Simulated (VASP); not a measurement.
# KI: single point with r2SCAN

The system is KI.

```
CELL_PARAMETERS angstrom
0.00000 3.61409 3.61409
3.61409 0.00000 3.61409
3.61409 3.61409 0.00000
ATOMIC_POSITIONS crystal
K 0.00000 0.00000 0.00000
I 0.50000 0.50000 0.50000
```

This cell differs from its parent crystal: volume changed by +6%.

```
Program                : VASP 6.6.1
Task                   : single point
Functional             : r2SCAN
Potentials or basis    : VASP PAW PBE potentials, release 64 (K_sv, I)
Cutoff                 : 520 eV
k mesh                 : 6 × 6 × 6
Occupations            : gaussian, width 0.01 eV
Spin                   : no spin polarisation
Dipole correction      : no
Further INCAR settings : ALGO = Normal; EDIFF = 1e-06; NBANDS = 15
```

* Pressure: -0.6 GPa
* Band gap on the k mesh: 4.44 eV, direct

Levels at points of the mesh, in eV from the valence-band top:
```tsv
k point	band 5	band 6	band 7	band 8	band 9	band 10	band 11	band 12
(0.00, 0.00, 0.00)	-10.71	0.00	0.00	0.00	4.44	7.07	7.07	7.07
(0.50, 0.00, 0.00)	-10.50	-1.17	-0.28	-0.28	5.95	8.12	8.63	8.63
(0.50, 0.50, 0.00)	-10.59	-0.91	-0.34	-0.34	5.48	6.34	8.77	9.09
```

Wall time 3.7 min on 1 thread of AMD EPYC 7R13, with other jobs on the host, peak memory 0.24 GiB.

Caveat: the PAW data sets were made with another functional, which shifts forces and pressure a little; spin-orbit coupling is left out, which moves the levels of the heavy elements.
